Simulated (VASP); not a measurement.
# CdS (F-43m) in VASP: a series of runs, part 2 of 2

VASP 6.6.1. The steps go on from the part before.

### Step 4. Single point, PBEsol (volume scaled by 1.01)

Contents of INCAR:

```
SYSTEM = CdS
ALGO = Normal ; EDIFF = 1E-6
ENCUT = 520 ; GGA = PS
ISIF = 2 ; ISMEAR = -1
LASPH = .True. ; LCHARG = .False.
LREAL = .False. ; LWAVE = .False.
NBANDS = 16 ; NELM = 80
PREC = Accurate ; SIGMA = 0.02
```

Contents of KPOINTS:

```
k-points
0
Gamma
  7 7 7
  0 0 0
```

Contents of POSCAR:

```
CdS
1.0
    0.0000000000      2.9527307908      2.9527307908
    2.9527307908      0.0000000000      2.9527307908
    2.9527307908      2.9527307908      0.0000000000
Cd S
1 1
Direct
    0.0000000000      0.0000000000      0.0000000000
    0.7500000000      0.7500000000      0.7500000000
```

Potentials or basis: VASP PAW PBE potentials, release 64 (Cd, S).

Started as:

```console
$ cat potpaw_PBE.64/Cd/POTCAR potpaw_PBE.64/S/POTCAR > POTCAR
$ mpirun -np 1 vasp_std > vasp.out
```

OUTCAR:

```text
SYSTEM = CdS
   EDIFF = 1E-6
   ENCUT = 520
   GGA = PS
   ISIF = 2
   ISMEAR = -1
   LASPH = .True.
   LREAL = .False.
   NELM = 80
   PREC = Accurate

 ion  position               nearest neighbor table
   1  0.000  0.000  0.000-   2 2.56   2 2.56   2 2.56   2 2.56
   2  0.750  0.750  0.750-   1 2.56   1 2.56   1 2.56   1 2.56

  LATTYP: Found a face centered cubic cell.
 ALAT       =     5.9054615816

  Lattice vectors:

 A1 = (   0.0000000000,   2.9527307908,   2.9527307908)
 A2 = (   2.9527307908,   0.0000000000,   2.9527307908)
 A3 = (   2.9527307908,   2.9527307908,   0.0000000000)

Analysis of symmetry for initial positions (statically):
=====================================================================
 Subroutine PRICEL returns:
 Original cell was already a primitive cell.

 Routine SETGRP: Setting up the symmetry group for a
 face centered cubic supercell.

 Subroutine GETGRP returns: Found 24 space group operations
 (whereof 24 operations were pure point group operations)
 out of a pool of 48 trial point group operations.

The static configuration has the point symmetry T_d .

Analysis of symmetry for dynamics (positions and initial velocities):
=====================================================================
 Subroutine PRICEL returns:
 Original cell was already a primitive cell.

 Routine SETGRP: Setting up the symmetry group for a
 face centered cubic supercell.

 Subroutine GETGRP returns: Found 24 space group operations
 (whereof 24 operations were pure point group operations)
 out of a pool of 48 trial point group operations.

The dynamic configuration has the point symmetry T_d .

 Subroutine INISYM returns: Found 24 space group operations
 (whereof 24 operations are pure point group operations),
 and found     1 'primitive' translations

----------------------------------------------------------------------------------------

[... 104 lines left out ...]
   IALGO  =     38    algorithm
   IMIX   =      4    mixing-type and parameters
     AMIX     =   0.40;   BMIX     =  1.00
     AMIX_MAG =   1.60;   BMIX_MAG =  1.00
  volume/ion in A,a.u.               =      25.74       173.73
  Fermi-wavevector in a.u.,A,eV,Ry     =   1.153272  2.179368 18.096248  1.330037
  Thomas-Fermi vector in A             =   2.289917
   LORBIT       =      0    0 simple, 1 ext, 2 COOP (PROOUT), +10 PAW based schemes
   GGA     = PS    functional components
   LHFCALC =     F    Hartree Fock is set to
   AEXX    =    0.0000 exact exchange contribution
   IVDW    =     0    specifies the selected vdW correction
   LEPSILON=     F    determine dielectric tensor
   LRPA    =     F    only Hartree local field effects (RPA)
 non-spin polarized calculation
  energy-cutoff  :      520.00
  volume of cell :       51.49
 maximum number of plane-waves:      1411
   NGX = 15   NGY = 15   NGZ = 15

 number of electron      18.0000003 magnetization

 Free energy of the ion-electron system (eV)
  ---------------------------------------------------
  ext. energy  EPLUGINS =         0.00000000
  ---------------------------------------------------
  free energy    TOTEN  =        -6.80190689 eV

  energy without entropy =       -6.80190689  energy(sigma->0) =       -6.80190689

 E-fermi :   1.3635     XC(G=0):  -9.2050

 val. band max:        0.9018483494   @ k =   0.0000   0.0000   0.0000
 cond. band min:       1.8317014983   @ k =   0.0000   0.0000   0.0000
 fundamental gap:      0.9298531489
 Fermi energy:         1.3635143536

 k-point     1 :       0.0000    0.0000    0.0000
  band No.  band energies     occupation
      1     -11.2598      2.00000
      2      -6.6972      2.00000
      3      -6.6972      2.00000
      4      -6.6972      2.00000
      5      -6.2584      2.00000
      6      -6.2584      2.00000
[... 357 lines left out ...]
      3      -6.4593      2.00000
      4      -6.3049      2.00000
      5      -6.2415      2.00000
      6      -5.7046      2.00000
[... 8 lines left out ...]
     15      13.0271      0.00000
     16      14.6765      0.00000

------------------------ aborting loop because EDIFF is reached ----------------------------------------

  FORCE on cell =-STRESS in cart. coord.  units (eV):
  Direction    XX          YY          ZZ          XY          YZ          ZX
  --------------------------------------------------------------------------------------
  -------------------------------------------------------------------------------------
  Total       -0.6368196     -0.6368196     -0.6368196      0.0000000      0.0000000     -0.0000000
  in kB      -19.8164321    -19.8164321    -19.8164321      0.0000000      0.0000000     -0.0000000
  external PRESSURE =     -19.8164321 kB  Pullay stress =       0.0000000 kB

 VOLUME and BASIS-vectors are now :
 -----------------------------------------------------------------------------
  energy-cutoff  :      520.00
  volume of cell :       51.49
      direct lattice vectors                 reciprocal lattice vectors
     0.000000000  2.952730791  2.952730791    -0.169334774  0.169334774  0.169334774
     2.952730791  0.000000000  2.952730791     0.169334774 -0.169334774  0.169334774
     2.952730791  2.952730791  0.000000000     0.169334774  0.169334774 -0.169334774

 POSITION                                       TOTAL-FORCE (eV/Angst)
 -----------------------------------------------------------------------------------
      0.00000      0.00000      0.00000         0.000000      0.000000      0.000000
      4.42910      4.42910      4.42910        -0.000000     -0.000000     -0.000000
 -----------------------------------------------------------------------------------
    total drift:                                0.000000      0.000000      0.000000

  FREE ENERGIE OF THE ION-ELECTRON SYSTEM (eV)
  ---------------------------------------------------
  free  energy   TOTEN  =        -6.8019068874 eV

  energy  without entropy=       -6.8019068874  energy(sigma->0) =       -6.80190689
```

stdout:

```text
POSCAR found type information on POSCAR CdS
 POSCAR found :  2 types and       2 ions
 scaLAPACK will be used
 -----------------------------------------------------------------------------
|                                                                             |
|                                                                             |
|     You enforced a specific xc type in the INCAR file but a different       |
|     I HOPE YOU KNOW WHAT YOU ARE DOING!                                     |
|                                                                             |
 -----------------------------------------------------------------------------

 LDA part: xc-table for (Slater+PW92), standard interpolation
 POSCAR, INCAR and KPOINTS ok, starting setup
 FFT: planning ... GRIDC
 FFT: planning ... GRID_SOFT
 FFT: planning ... GRID
 WAVECAR not read
 entering main loop
```

It took 10 s on 1 thread of Intel Xeon 6975P-C (Granite Rapids), shared host; peak memory 0.17 GiB.

Results:

| Property | Result |
| --- | --- |
| Free energy | -6.8019 eV |
| Pressure | -2.0 GPa |
| Band gap on the k mesh | 0.93 eV, direct |

Levels at points of the mesh, in eV from the valence-band top:
```csv
k point,band 7,band 8,band 9,band 10,band 11,band 12
"(0.00, 0.00, 0.00)",0.00,0.00,0.00,0.93,6.45,6.45
```

Caveat: the PAW data sets were made with another functional, which shifts forces and pressure a little.

### Step 5. Single point, PBEsol (volume scaled by 1.02)

Contents of INCAR:

```
SYSTEM = CdS
ALGO     = Normal         ! electronic algorithm
EDIFF    = 1E-6           ! SCF threshold, eV
ENCUT    = 520            ! plane-wave cutoff, eV
GGA      = PS             ! functional
ISIF     = 2              ! what is computed and relaxed
ISMEAR   = -1             ! smearing method
LASPH    = .TRUE.         ! aspherical terms in the spheres
LCHARG   = .FALSE.        ! write CHGCAR
LREAL    = .FALSE.        ! projectors in reciprocal space
LWAVE    = .FALSE.        ! write WAVECAR
NBANDS   = 16             ! bands
NELM     = 100            ! most SCF steps
PREC     = Accurate       ! precision mode
SIGMA    = 0.02           ! smearing width, eV
```

Contents of KPOINTS:

```
k-points
0
G
  7 7 7
  0 0 0
```

Contents of POSCAR:

```
CdS
1.0
    0.0000000000      2.9624437910      2.9624437910
    2.9624437910      0.0000000000      2.9624437910
    2.9624437910      2.9624437910      0.0000000000
Cd S
1 1
Direct
    0.0000000000      0.0000000000      0.0000000000
    0.7500000000      0.7500000000      0.7500000000
```

Started as:

```console
$ cat potpaw_PBE.64/Cd/POTCAR potpaw_PBE.64/S/POTCAR > POTCAR
$ mpirun -np 1 vasp_std > vasp.out
```

Run time: 9.1 s. Hardware: 1 thread of Intel Xeon 6975P-C (Granite Rapids), shared host; peak memory 0.17 GiB.

Results (log left out):

| Quantity | Value |
| --- | --- |
| Free energy | -6.7949 eV |
| Pressure | -2.5 GPa |
| Band gap on the k mesh | 0.91 eV, direct |

Levels at points of the mesh, in eV from the valence-band top:
```
           k point  band 7  band 8  band 9  band 10  band 11  band 12
(0.00, 0.00, 0.00)    0.00    0.00    0.00     0.91     6.45     6.45
```

Caveat: the PAW data sets were made with another functional, which shifts forces and pressure a little.

### Step 6. Single point, PBEsol (volume scaled by 0.99)

Contents of INCAR:

```
SYSTEM = CdS
PREC = Accurate
ENCUT = 520
EDIFF = 1E-7
ISMEAR = -1
SIGMA = 0.02
LREAL = .False.
LASPH = .True.
NELM = 100
ALGO = Normal
ISIF = 2
LWAVE = .False.
LCHARG = .True.
GGA = PS
LELF = .True.
LVHAR = .True.
NBANDS = 16
```

Contents of KPOINTS:

```
Automatic mesh
0
Gamma
  7 7 7
  0 0 0
```

Contents of POSCAR:

```
CdS
1.0
    0.0000000000      2.9331107376      2.9331107376
    2.9331107376      0.0000000000      2.9331107376
    2.9331107376      2.9331107376      0.0000000000
Cd S
1 1
Direct
    0.0000000000      0.0000000000      0.0000000000
    0.7500000000      0.7500000000      0.7500000000
```

Potentials or basis: VASP PAW PBE potentials, release 64 (Cd, S).

Started as:

```console
$ cat potpaw_PBE.64/Cd/POTCAR potpaw_PBE.64/S/POTCAR > POTCAR
$ mpirun -np 1 vasp_std > vasp.out
```

It took 11 s on 1 thread of Intel Xeon 6975P-C (Granite Rapids), shared host; peak memory 0.18 GiB.

The run converged. Its results:

```
Free energy            : -6.8109 eV
Pressure               : -0.9 GPa
Band gap on the k mesh : 0.97 eV, direct
```

Levels at points of the mesh, in eV from the valence-band top:
| k point | band 5 | band 6 | band 7 | band 8 | band 9 | band 10 | band 11 | band 12 | band 13 | band 14 |
| --- | --- | --- | --- | --- | --- | --- | --- | --- | --- | --- |
| (0.00, 0.00, 0.00) | -7.20 | -7.20 | 0.00 | 0.00 | 0.00 | 0.97 | 6.45 | 6.45 | 6.45 | 11.12 |

Caveat: the PAW data sets were made with another functional, which shifts forces and pressure a little.

### Step 7. Summary

```tsv
cell	gap on the mesh (eV)	pressure (GPa)
a = 4.106 Å, angles 60.0°, 2 atoms	1.04	1.0
a = 4.176 Å, angles 60.0°, 2 atoms	0.93	-2.0
a = 4.190 Å, angles 60.0°, 2 atoms	0.91	-2.5
a = 4.148 Å, angles 60.0°, 2 atoms	0.97	-0.9
```

Alike in all rows: task single point; level PBEsol; potentials or basis VASP PAW PBE potentials, release 64 (Cd, S); no spin polarisation; k mesh 7 × 7 × 7; cutoff (eV) 520; smearing fermi-dirac 0.02 eV.

Caveats: the PAW data sets were made with another functional, which shifts forces and pressure a little.

Absolute energies hang on the potentials; compare differences alone.
